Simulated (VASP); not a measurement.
# Ag (Pm-3m) in VASP: single point with PBEsol+D3(BJ)

Aim: the single point of Ag with PBEsol+D3(BJ).

All numbers are computed with VASP 6.6.1; they aren't measurements. Logs are shortened: lines on timing, memory, paths and dates and some standing lists are left out, and cuts for length are marked.

## 1. The cell of the first run

It takes space group Pm-3m (No. 221, cubic). The conventional cell has a = 4.144 Å, b = 4.144 Å, c = 4.144 Å, α = 90.00°, β = 90.00°, γ = 90.00°. Ag (site symmetry 4/mmm) has 8 Ag at 2.93 Å within 3.9 Å.

## 2. Single point, PBEsol+D3(BJ)

INCAR

```
PREC = Accurate
ENCUT = 520
EDIFF = 1E-7
ISMEAR = 1
SIGMA = 0.1
LREAL = F
LASPH = T
NELM = 60
ALGO = Normal
ISIF = 2
LWAVE = F
LCHARG = T
GGA = PS
IVDW = 12
LELF = T
LVHAR = T
NBANDS = 24
```

KPOINTS

```
regular mesh
0
Gamma
  6 6 6
```

POSCAR

```
Ag
1.0
    4.1440000000      0.0000000000      0.0000000000
    0.0000000000      4.1440000000      0.0000000000
    0.0000000000      0.0000000000      4.1440000000
Ag
3
Direct
    0.0000000000      0.5000000000      0.5000000000
    0.5000000000      0.0000000000      0.5000000000
    0.5000000000      0.5000000000      0.0000000000
```

Potentials or basis: VASP PAW PBE potentials, release 64 (Ag).

Command:

```bash
> cat potpaw_PBE.64/Ag/POTCAR > POTCAR
> mpirun -np 1 vasp_std > vasp.out
```

OUTCAR:

```text
PREC = Accurate
   ENCUT = 520
   EDIFF = 1E-7
   ISMEAR = 1
   LREAL = F
   LASPH = T
   NELM = 60
   ISIF = 2
   GGA = PS
   IVDW = 12
 IVDW          = 12

 ion  position               nearest neighbor table
   1  0.000  0.500  0.500-   2 2.93   3 2.93   3 2.93   2 2.93   2 2.93   3 2.93   3 2.93   2 2.93

   2  0.500  0.000  0.500-   1 2.93   3 2.93   3 2.93   1 2.93   3 2.93   3 2.93   1 2.93   1 2.93

   3  0.500  0.500  0.000-   1 2.93   2 2.93   1 2.93   2 2.93   2 2.93   2 2.93   1 2.93   1 2.93

  LATTYP: Found a simple cubic cell.
 ALAT       =     4.1440000000

  Lattice vectors:

 A1 = (   4.1440000000,   0.0000000000,   0.0000000000)
 A2 = (   0.0000000000,   4.1440000000,   0.0000000000)
 A3 = (   0.0000000000,   0.0000000000,   4.1440000000)

Analysis of symmetry for initial positions (statically):
=====================================================================
 Subroutine PRICEL returns:
 Original cell was already a primitive cell.

 Routine SETGRP: Setting up the symmetry group for a
 simple cubic supercell.

 Subroutine GETGRP returns: Found 48 space group operations
 (whereof 48 operations were pure point group operations)
 out of a pool of 48 trial point group operations.

The static configuration has the point symmetry O_h .

Analysis of symmetry for dynamics (positions and initial velocities):
=====================================================================
 Subroutine PRICEL returns:
 Original cell was already a primitive cell.

 Routine SETGRP: Setting up the symmetry group for a
 simple cubic supercell.

 Subroutine GETGRP returns: Found 48 space group operations
 (whereof 48 operations were pure point group operations)
 out of a pool of 48 trial point group operations.

The dynamic configuration has the point symmetry O_h .

 Subroutine INISYM returns: Found 48 space group operations
 (whereof 48 operations are pure point group operations),
 and found     1 'primitive' translations

----------------------------------------------------------------------------------------

                                     Primitive cell

  volume of cell :      71.1638

  direct lattice vectors                    reciprocal lattice vectors
     4.144000000  0.000000000  0.000000000     0.241312741  0.000000000  0.000000000
     0.000000000  4.144000000  0.000000000     0.000000000  0.241312741  0.000000000
     0.000000000  0.000000000  4.144000000     0.000000000  0.000000000  0.241312741

  length of vectors
     4.144000000  4.144000000  4.144000000     0.241312741  0.241312741  0.241312741

  position of ions in fractional coordinates (direct lattice)
     0.000000000  0.500000000  0.500000000
     0.500000000  0.000000000  0.500000000
     0.500000000  0.500000000  0.000000000

  ion indices of the primitive-cell ions
   primitive index   ion index
                 1           1
                 2           2
                 3           3

----------------------------------------------------------------------------------------

 KPOINTS: regular mesh

Automatic generation of k-mesh.
 Grid dimensions read from file:
 generate k-points for:    6    6    6

 Generating k-lattice:

  Cartesian coordinates                     Fractional coordinates (reciprocal lattice)
     0.040218790  0.000000000  0.000000000     0.166666667  0.000000000  0.000000000
     0.000000000  0.040218790  0.000000000     0.000000000  0.166666667  0.000000000
     0.000000000  0.000000000  0.040218790     0.000000000  0.000000000  0.166666667

  Length of vectors
     0.040218790  0.040218790  0.040218790

  Shift w.r.t. Gamma in fractional coordinates (k-lattice)
     0.000000000  0.000000000  0.000000000

 Subroutine IBZKPT returns following result:
 ===========================================

 Found     20 irreducible k-points:

 Following reciprocal coordinates:
            Coordinates               Weight
  0.000000  0.000000  0.000000      1.000000
  0.166667  0.000000  0.000000      6.000000
  0.333333  0.000000  0.000000      6.000000
  0.500000  0.000000  0.000000      3.000000
  0.166667  0.166667  0.000000     12.000000
  0.333333  0.166667  0.000000     24.000000
[... 12 lines left out ...]
  0.500000  0.500000  0.333333      6.000000
  0.500000  0.500000  0.500000      1.000000
   k-points           NKPTS =     20   k-points in BZ     NKDIM =     20   number of bands    NBANDS=     24
   number of dos      NEDOS =    301   number of ions     NIONS =      3
   total plane-waves  NPLWV =  32768
   dimension x,y,z NGX =    32 NGY =   32 NGZ =   32
   dimension x,y,z NGXF=    64 NGYF=   64 NGZF=   64
   ions per type =               3
   NGX,Y,Z   is equivalent  to a cutoff of  12.84, 12.84, 12.84 a.u.
   NGXF,Y,Z  is equivalent  to a cutoff of  25.68, 25.68, 25.68 a.u.
 SYSTEM =  unknown system
   PREC   = accura    normal or accurate (medium, high low for compatibility)
   ISTART =      0    job   : 0-new  1-cont  2-samecut
   ICHARG =      2    charge: 1-file 2-atom 10-const
   ISPIN  =      1    spin polarized calculation?
   LNONCOLLINEAR =      F non collinear calculations
   LSORBIT =      F    spin-orbit coupling
   LASPH  =      T    aspherical Exc in radial PAW
   ENCUT  =  520.0 eV  38.22 Ry    6.18 a.u.   7.71  7.71  7.71*2*pi/ulx,y,z
   NELM   =     60;   NELMIN=  2; NELMDL= -5     # of ELM steps
   EDIFF  = 0.1E-06   stopping-criterion for ELM
   LREAL  =      F    real-space projection
   EDIFFG = 0.1E-05   stopping-criterion for IOM
   NSW    =      0    number of steps for IOM
   IBRION =     -1    ionic relax: 0-MD 1-quasi-New 2-CG
   NFREE  =      0    steps in history (QN), initial steepest desc. (CG)
   ISIF   =      2    stress and relaxation
   ISYM   =      2    0-nonsym 1-usesym 2-fastsym
   POTIM  = 0.5000    time-step for ionic-motion
   TEBEG  =    0.0;   TEEND  =   0.0 temperature during run
   PSTRESS=    0.0 pullay stress
   NELECT =      33.0000    total number of electrons
   NUPDOWN=      -1.0000    fix difference up-down
   EMIN   =  10.00;   EMAX   =-10.00  energy-range for DOS
   EFERMI =   0.00;   METHOD = LEGACY
   ISMEAR =     1;   SIGMA  =   0.10  broadening in eV -4-tet -1-fermi 0-gaus
   EFERMI_NEDOS =   21; number of points for ismear=-14 and -15
   IALGO  =     38    algorithm
   IMIX   =      4    mixing-type and parameters
     AMIX     =   0.40;   BMIX     =  1.00
     AMIX_MAG =   1.60;   BMIX_MAG =  1.00
  volume/ion in A,a.u.               =      23.72       160.08
  Fermi-wavevector in a.u.,A,eV,Ry     =   1.267145  2.394557 21.846291  1.605657
  Thomas-Fermi vector in A             =   2.400309
   LORBIT       =      0    0 simple, 1 ext, 2 COOP (PROOUT), +10 PAW based schemes
   GGA     = PS    functional components
   LHFCALC =     F    Hartree Fock is set to
   AEXX    =    0.0000 exact exchange contribution
   IVDW    =    12    specifies the selected vdW correction
   LEPSILON=     F    determine dielectric tensor
   LRPA    =     F    only Hartree local field effects (RPA)
 non-spin polarized calculation
 Methfessel and Paxton  Order N= 1 SIGMA  =   0.10
  energy-cutoff  :      520.00
  volume of cell :       71.16
 maximum number of plane-waves:      1936
 NGX is ok and might be reduce to    32
   NGX = 15   NGY = 15   NGZ = 15

 number of electron      33.0000013 magnetization

 Free energy of the ion-electron system (eV)
  ---------------------------------------------------
  ext. energy  EPLUGINS =         0.00000000
  ---------------------------------------------------
  free energy    TOTEN  =        -8.65058380 eV

  energy without entropy =       -8.64783629  energy(sigma->0) =       -8.64966796

 E-fermi :   4.4072     XC(G=0): -10.3818

 val. band max:        4.3889388704   @ k =   0.3333   0.1667   0.1667
 cond. band min:       4.4806690957   @ k =   0.5000   0.3333   0.3333
 fundamental gap:      0.0917302253
 Fermi energy:         4.4071648728

 k-point     1 :       0.0000    0.0000    0.0000
  band No.  band energies     occupation
      1      -1.8871      2.00000
      2      -0.7195      2.00000
      3      -0.7195      2.00000
      4      -0.7195      2.00000
      5      -0.6776      2.00000
      6      -0.3317      2.00000
[... 16 lines left out ...]
     23      16.2371      0.00000
     24      16.2371      0.00000

 k-point     2 :       0.1667    0.0000    0.0000
  band No.  band energies     occupation
      1      -1.6739      2.00000
      2      -0.6843      2.00000
      3      -0.6062      2.00000
      4      -0.6062      2.00000
      5      -0.5210      2.00000
      6      -0.2801      2.00000
[... 16 lines left out ...]
     23      15.1363      0.00000
     24      15.4061      0.00000

 k-point     3 :       0.3333    0.0000    0.0000
  band No.  band energies     occupation
      1      -1.1762      2.00000
      2      -0.6079      2.00000
      3      -0.3749      2.00000
      4      -0.2783      2.00000
      5      -0.2783      2.00000
      6       0.1371      2.00000
[... 16 lines left out ...]
     23      13.6186      0.00000
     24      13.6186      0.00000

 k-point     4 :       0.5000    0.0000    0.0000
  band No.  band energies     occupation
      1      -0.8716      2.00000
      2      -0.5657      2.00000
      3      -0.3528      2.00000
      4       0.1125      2.00000
      5       0.1125      2.00000
      6       0.3909      2.00000
[... 16 lines left out ...]
     23      12.4415      0.00000
     24      12.9246      0.00000

 k-point     5 :       0.1667    0.1667    0.0000
  band No.  band energies     occupation
      1      -1.4813      2.00000
      2      -0.6310      2.00000
      3      -0.5315      2.00000
      4      -0.5122      2.00000
      5      -0.3372      2.00000
      6      -0.2134      2.00000
[... 343 lines left out ...]
 k-point    18 :       0.5000    0.3333    0.3333
  band No.  band energies     occupation
      1      -0.7527      2.00000
      2      -0.5807      2.00000
      3      -0.4390      2.00000
      4      -0.2815      2.00000
      5       0.1031      2.00000
      6       0.1639      2.00000
[... 16 lines left out ...]
     23      12.4531      0.00000
     24      19.3042      0.00000

 k-point    19 :       0.5000    0.5000    0.3333
  band No.  band energies     occupation
      1      -0.6779      2.00000
      2      -0.6764      2.00000
      3      -0.6764      2.00000
      4      -0.3865      2.00000
      5       0.1685      2.00000
      6       0.1685      2.00000
[... 16 lines left out ...]
     23      11.6893      0.00000
     24      19.9788      0.00000

 k-point    20 :       0.5000    0.5000    0.5000
  band No.  band energies     occupation
      1      -0.7787      2.00000
      2      -0.7787      2.00000
      3      -0.7787      2.00000
      4      -0.4898      2.00000
      5       0.1686      2.00000
      6       0.1686      2.00000
[... 16 lines left out ...]
     23      11.0764      0.00000
     24      20.8739      0.00000

------------------------ aborting loop because EDIFF is reached ----------------------------------------

 Edisp (eV)   -1.16868

 E8    (eV) :    -0.7751

  FORCE on cell =-STRESS in cart. coord.  units (eV):
  Direction    XX          YY          ZZ          XY          YZ          ZX
  --------------------------------------------------------------------------------------
  -------------------------------------------------------------------------------------
  Total      -5.52575    -5.52575    -5.52575     0.00000    -0.00000     0.00000
  in kB    -124.40639  -124.40639  -124.40639     0.00000    -0.00000     0.00000
  external pressure =     -124.41 kB  Pullay stress =        0.00 kB

 VOLUME and BASIS-vectors are now :
 -----------------------------------------------------------------------------
  energy-cutoff  :      520.00
  volume of cell :       71.16
      direct lattice vectors                 reciprocal lattice vectors
     4.144000000  0.000000000  0.000000000     0.241312741  0.000000000  0.000000000
     0.000000000  4.144000000  0.000000000     0.000000000  0.241312741  0.000000000
     0.000000000  0.000000000  4.144000000     0.000000000  0.000000000  0.241312741

 POSITION                                       TOTAL-FORCE (eV/Angst)
 -----------------------------------------------------------------------------------
      0.00000      2.07200      2.07200         0.000000      0.000000      0.000000
      2.07200      0.00000      2.07200         0.000000      0.000000      0.000000
      2.07200      2.07200      0.00000         0.000000      0.000000      0.000000
 -----------------------------------------------------------------------------------
    total drift:                                0.000000     -0.000000     -0.000000

  FREE ENERGIE OF THE ION-ELECTRON SYSTEM (eV)
  ---------------------------------------------------
  free  energy   TOTEN  =        -9.8192675669 eV

  energy  without entropy=       -9.8165200525  energy(sigma->0) =       -9.81835173
```

Wall time 53 s (1 thread of AMD EPYC 7R13, shared host); peak memory 0.16 GiB.

Results:

| Property | Result |
| --- | --- |
| Free energy | -9.8193 eV |
| Pressure | -12.4 GPa |
| Dispersion energy per atom | -0.390 eV |

Caveat: the PAW data sets were made with another functional, which shifts forces and pressure a little; pairwise dispersion overbinds metals, which lowers pressure and volume.
